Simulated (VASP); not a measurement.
# Mg in VASP: a series of runs

The runs below take Mg through single point, with LDA, PBE+D3(BJ).

Everything below comes from runs of VASP 6.6.1. Logs are shortened: lines on timing, memory, paths and dates and some standing lists are left out, and cuts for length are marked.

### 1 The cell of the first run

Symmetry: Im-3m, No. 229, cubic system. Conventional cell: a = 3.546 Å, b = 3.546 Å, c = 3.546 Å, α = 90.00°, β = 90.00°, γ = 90.00°. Within 4.0 Å of Mg (site symmetry m-3m) lie 14 Mg at 3.07 to 3.55 Å.

This isn't the form of Mg at room conditions, which is hcp.

### 2 Single point, LDA

File INCAR:

```
SYSTEM = Mg
  PREC = Accurate
  ENCUT = 520
  EDIFF = 1E-6
  ISMEAR = 0
  SIGMA = 0.02
  LREAL = .False.
  LASPH = .True.
  NELM = 80
  ALGO = Fast
  ISIF = 2
  LWAVE = .False.
  LCHARG = .False.
  GGA = CA
  NBANDS = 7
```

File KPOINTS:

```
Automatic mesh
0
Gamma
  11 11 11
  0 0 0
```

File POSCAR:

```
Mg
1.0
   -1.7727644967      1.7727644967      1.7727644967
    1.7727644967     -1.7727644967      1.7727644967
    1.7727644967      1.7727644967     -1.7727644967
Mg
1
Direct
    0.0000000000      0.0000000000      0.0000000000
```

Potentials or basis: VASP PAW LDA potentials, release 64 (Mg).

Command:

```bash
$ cat potpaw_LDA.64/Mg/POTCAR > POTCAR
$ mpirun -np 1 vasp_std > vasp.out
```

OUTCAR:

```text
SYSTEM = Mg
   PREC = Accurate
   ENCUT = 520
   EDIFF = 1E-6
   ISMEAR = 0
   LREAL = .False.
   LASPH = .True.
   NELM = 80
   ISIF = 2
   GGA = CA

 ion  position               nearest neighbor table
   1  0.000  0.000  0.000-

  LATTYP: Found a body centered cubic cell.
 ALAT       =     3.5455289934

  Lattice vectors:

 A1 = (  -1.7727644967,   1.7727644967,   1.7727644967)
 A2 = (   1.7727644967,  -1.7727644967,   1.7727644967)
 A3 = (   1.7727644967,   1.7727644967,  -1.7727644967)

Analysis of symmetry for initial positions (statically):
=====================================================================
 Subroutine PRICEL returns:
 Original cell was already a primitive cell.

 Routine SETGRP: Setting up the symmetry group for a
 body centered cubic supercell.

 Subroutine GETGRP returns: Found 48 space group operations
 (whereof 48 operations were pure point group operations)
 out of a pool of 48 trial point group operations.

The static configuration has the point symmetry O_h .

Analysis of symmetry for dynamics (positions and initial velocities):
=====================================================================
 Subroutine PRICEL returns:
 Original cell was already a primitive cell.

 Routine SETGRP: Setting up the symmetry group for a
 body centered cubic supercell.

 Subroutine GETGRP returns: Found 48 space group operations
 (whereof 48 operations were pure point group operations)
 out of a pool of 48 trial point group operations.

The dynamic configuration has the point symmetry O_h .

 Subroutine INISYM returns: Found 48 space group operations
 (whereof 48 operations are pure point group operations),
 and found     1 'primitive' translations

----------------------------------------------------------------------------------------

                                     Primitive cell

  volume of cell :      22.2850

  direct lattice vectors                    reciprocal lattice vectors
    -1.772764497  1.772764497  1.772764497     0.000000000  0.282045360  0.282045360
     1.772764497 -1.772764497  1.772764497     0.282045360  0.000000000  0.282045360
     1.772764497  1.772764497 -1.772764497     0.282045360  0.282045360  0.000000000

  length of vectors
     3.070518178  3.070518178  3.070518178     0.398872373  0.398872373  0.398872373

  position of ions in fractional coordinates (direct lattice)
     0.000000000  0.000000000  0.000000000

  ion indices of the primitive-cell ions
   primitive index   ion index
                 1           1

----------------------------------------------------------------------------------------

 KPOINTS: Automatic mesh

Automatic generation of k-mesh.
 Grid dimensions read from file:
 generate k-points for:   11   11   11

 Generating k-lattice:

  Cartesian coordinates                     Fractional coordinates (reciprocal lattice)
     0.000000000  0.025640487  0.025640487     0.090909091  0.000000000  0.000000000
     0.025640487  0.000000000  0.025640487     0.000000000  0.090909091  0.000000000
     0.025640487  0.025640487  0.000000000     0.000000000  0.000000000  0.090909091

  Length of vectors
     0.036261125  0.036261125  0.036261125

  Shift w.r.t. Gamma in fractional coordinates (k-lattice)
     0.000000000  0.000000000  0.000000000

 Subroutine IBZKPT returns following result:
 ===========================================

 Found     56 irreducible k-points:

 Following reciprocal coordinates:
            Coordinates               Weight
  0.000000  0.000000  0.000000      1.000000
  0.090909  0.000000  0.000000     12.000000
  0.181818  0.000000  0.000000     12.000000
  0.272727  0.000000  0.000000     12.000000
  0.363636  0.000000  0.000000     12.000000
  0.454545  0.000000  0.000000     12.000000
[... 16 lines left out ...]
  0.272727  0.181818  0.090909     48.000000
  0.363636  0.181818  0.090909     24.000000
 [... further k-points ...]
   k-points           NKPTS =     56   k-points in BZ     NKDIM =     56   number of bands    NBANDS=      7
   number of dos      NEDOS =    301   number of ions     NIONS =      1
   total plane-waves  NPLWV =  13824
   dimension x,y,z NGX =    24 NGY =   24 NGZ =   24
   dimension x,y,z NGXF=    48 NGYF=   48 NGZF=   48
   ions per type =               1
   NGX,Y,Z   is equivalent  to a cutoff of  12.99, 12.99, 12.99 a.u.
   NGXF,Y,Z  is equivalent  to a cutoff of  25.99, 25.99, 25.99 a.u.
 SYSTEM =  Mg
   PREC   = accura    normal or accurate (medium, high low for compatibility)
   ISTART =      0    job   : 0-new  1-cont  2-samecut
   ICHARG =      2    charge: 1-file 2-atom 10-const
   ISPIN  =      1    spin polarized calculation?
   LNONCOLLINEAR =      F non collinear calculations
   LSORBIT =      F    spin-orbit coupling
   LASPH  =      T    aspherical Exc in radial PAW
   ENCUT  =  520.0 eV  38.22 Ry    6.18 a.u.   5.71  5.71  5.71*2*pi/ulx,y,z
   NELM   =     80;   NELMIN=  2; NELMDL= -5     # of ELM steps
   EDIFF  = 0.1E-05   stopping-criterion for ELM
   LREAL  =      F    real-space projection
   EDIFFG = 0.1E-04   stopping-criterion for IOM
   NSW    =      0    number of steps for IOM
   IBRION =     -1    ionic relax: 0-MD 1-quasi-New 2-CG
   NFREE  =      0    steps in history (QN), initial steepest desc. (CG)
   ISIF   =      2    stress and relaxation
   ISYM   =      2    0-nonsym 1-usesym 2-fastsym
   POTIM  = 0.5000    time-step for ionic-motion
   TEBEG  =    0.0;   TEEND  =   0.0 temperature during run
   PSTRESS=    0.0 pullay stress
   NELECT =       2.0000    total number of electrons
   NUPDOWN=      -1.0000    fix difference up-down
   EMIN   =  10.00;   EMAX   =-10.00  energy-range for DOS
   EFERMI =   0.00;   METHOD = LEGACY
   ISMEAR =     0;   SIGMA  =   0.02  broadening in eV -4-tet -1-fermi 0-gaus
   EFERMI_NEDOS =   21; number of points for ismear=-14 and -15
   IALGO  =     68    algorithm
   IMIX   =      4    mixing-type and parameters
     AMIX     =   0.40;   BMIX     =  1.00
     AMIX_MAG =   1.60;   BMIX_MAG =  1.00
  volume/ion in A,a.u.               =      22.29       150.39
  Fermi-wavevector in a.u.,A,eV,Ry     =   0.732960  1.385094  7.309469  0.537231
  Thomas-Fermi vector in A             =   1.825552
   LORBIT       =      0    0 simple, 1 ext, 2 COOP (PROOUT), +10 PAW based schemes
   GGA     = CA    functional components
   LHFCALC =     F    Hartree Fock is set to
   AEXX    =    0.0000 exact exchange contribution
   IVDW    =     0    specifies the selected vdW correction
   LEPSILON=     F    determine dielectric tensor
   LRPA    =     F    only Hartree local field effects (RPA)
 non-spin polarized calculation
 RMM-DIIS sequential band-by-band and
 Gauss-broadening in eV      SIGMA  =   0.02
  energy-cutoff  :      520.00
  volume of cell :       22.29
 maximum number of plane-waves:       615
   NGX = 11   NGY = 11   NGZ = 11

 number of electron       2.0000000 magnetization

 Free energy of the ion-electron system (eV)
  ---------------------------------------------------
  ext. energy  EPLUGINS =         0.00000000
  ---------------------------------------------------
  free energy    TOTEN  =        -1.78080117 eV

  energy without entropy =       -1.78063909  energy(sigma->0) =       -1.78072013

 E-fermi :   2.5948     XC(G=0):  -8.7801

 val. band max:        2.5852739000   @ k =   0.3636   0.1818   0.0909
 cond. band min:       2.7207043571   @ k =  -0.4545   0.4545   0.0909
 fundamental gap:      0.1354304571
 Fermi energy:         2.5948128547

 k-point     1 :       0.0000    0.0000    0.0000
  band No.  band energies     occupation
      1      -4.4199      2.00000
      2      15.7663      0.00000
      3      15.7663      0.00000
      4      15.7663      0.00000
      5      17.8614      0.00000
      6      17.8890      0.00000
      7      17.8894      0.00000

 k-point     2 :       0.0909    0.0000    0.0000
  band No.  band energies     occupation
      1      -4.2219      2.00000
      2      13.7656      0.00000
      3      14.9271      0.00000
      4      14.9517      0.00000
      5      16.4317      0.00000
      6      16.8782      0.00000
      7      18.1755      0.00000

 k-point     3 :       0.1818    0.0000    0.0000
  band No.  band energies     occupation
      1      -3.6302      2.00000
      2      10.6127      0.00000
      3      13.6233      0.00000
      4      13.8457      0.00000
      5      15.0943      0.00000
      6      16.0801      0.00000
      7      18.8036      0.00000

 k-point     4 :       0.2727    0.0000    0.0000
  band No.  band energies     occupation
      1      -2.6523      2.00000
      2       7.6177      0.00000
      3      12.5401      0.00000
      4      12.9725      0.00000
      5      14.0742      0.00000
      6      15.2871      0.00000
      7      19.8184      0.00000

 k-point     5 :       0.3636    0.0000    0.0000
  band No.  band energies     occupation
      1      -1.3010      2.00000
      2       4.9092      0.00000
      3      11.7958      0.00000
      4      12.3857      0.00000
      5      13.3929      0.00000
      6      14.6663      0.00000
      7      20.6857      0.00000
[... 161 lines left out ...]
 k-point    22 :       0.1818    0.1818    0.0909
  band No.  band energies     occupation
      1      -1.1098      2.00000
      2       6.6950      0.00000
      3       7.3967      0.00000
      4       9.4479      0.00000
      5      18.6118      0.00000
      6      19.0416      0.00000
      7      20.7337      0.00000

 k-point    23 :       0.2727    0.1818    0.0909
  band No.  band energies     occupation
      1       0.4019      2.00000
      2       4.4863      0.00000
      3       6.5903      0.00000
      4       8.8706      0.00000
      5      18.4458      0.00000
      6      19.7089      0.00000
      7      21.0277      0.00000

 k-point    24 :       0.3636    0.1818    0.0909
  band No.  band energies     occupation
      1       1.9952      2.00000
      2       2.5853      1.50001
      3       6.3885      0.00000
      4       8.6830      0.00000
      5      18.3156      0.00000
      6      19.8812      0.00000
      7      21.6216      0.00000

 [... further k-points ...]
[... 5 lines left out ...]
  --------------------------------------------------------------------------------------
  -------------------------------------------------------------------------------------
  Total       -0.2275211     -0.2275211     -0.2275211      0.0000000      0.0000000     -0.0000000
  in kB      -16.3575857    -16.3575857    -16.3575857      0.0000000      0.0000000     -0.0000000
  external PRESSURE =     -16.3575857 kB  Pullay stress =       0.0000000 kB

 VOLUME and BASIS-vectors are now :
 -----------------------------------------------------------------------------
  energy-cutoff  :      520.00
  volume of cell :       22.29
      direct lattice vectors                 reciprocal lattice vectors
    -1.772764497  1.772764497  1.772764497     0.000000000  0.282045360  0.282045360
     1.772764497 -1.772764497  1.772764497     0.282045360  0.000000000  0.282045360
     1.772764497  1.772764497 -1.772764497     0.282045360  0.282045360  0.000000000

 POSITION                                       TOTAL-FORCE (eV/Angst)
 -----------------------------------------------------------------------------------
      0.00000      0.00000      0.00000         0.000000      0.000000     -0.000000
 -----------------------------------------------------------------------------------
    total drift:                                0.000000      0.000000      0.000000

  FREE ENERGIE OF THE ION-ELECTRON SYSTEM (eV)
  ---------------------------------------------------
  free  energy   TOTEN  =        -1.7808011711 eV

  energy  without entropy=       -1.7806390921  energy(sigma->0) =       -1.78072013
```

Wall time 2.4 s (1 thread of Intel Xeon 6975P-C (Granite Rapids), shared host); peak memory 0.12 GiB.

Results:

```yaml
Free_energy: -1.7808 eV
Pressure: -1.6 GPa
Band_gap_on_the_k_mesh: zero (bands 1 and 2 overlap by 3.08 eV)
```

### 3 Single point, LDA

File INCAR:

```
SYSTEM = Mg
PREC = Accurate ; ENCUT = 520
EDIFF = 1E-6 ; ISMEAR = 0
SIGMA = 0.02 ; LREAL = .FALSE.
LASPH = .TRUE. ; NELM = 80
ALGO = Fast ; ISIF = 2
LWAVE = .FALSE. ; LCHARG = .FALSE.
NBANDS = 7
```

File KPOINTS:

```
regular mesh
0
G
  11 11 11
  0 0 0
```

File POSCAR:

```
Mg
1.0
    3.0705181800      0.0000000000      0.0000000000
   -1.0235060598      2.8949123025      0.0000000000
   -1.0235060598     -1.4474561508      2.5070675960
Mg
1
Direct
    0.0000000000      0.0000000000      0.0000000000
```

Potentials or basis: VASP PAW LDA potentials, release 64 (Mg).

Command:

```bash
$ cat potpaw_LDA.64/Mg/POTCAR > POTCAR
$ mpirun -np 1 vasp_std > vasp.out
```

Run time: 2.4 s. Hardware: 1 thread of Intel Xeon 6975P-C (Granite Rapids), shared host; peak memory 0.12 GiB.

It converged, with:

```yaml
Free_energy: -1.7808 eV
Pressure: -1.6 GPa
Band_gap_on_the_k_mesh: zero (bands 1 and 2 overlap by 3.08 eV)
```

Levels at points of the mesh, in eV from the Fermi level:
```csv
k point,band 1,band 2,band 3,band 4,band 5
"(0.00, 0.00, 0.00)",-7.01,13.17,13.17,13.17,15.27
```

(Continued in part 2 of 2.)
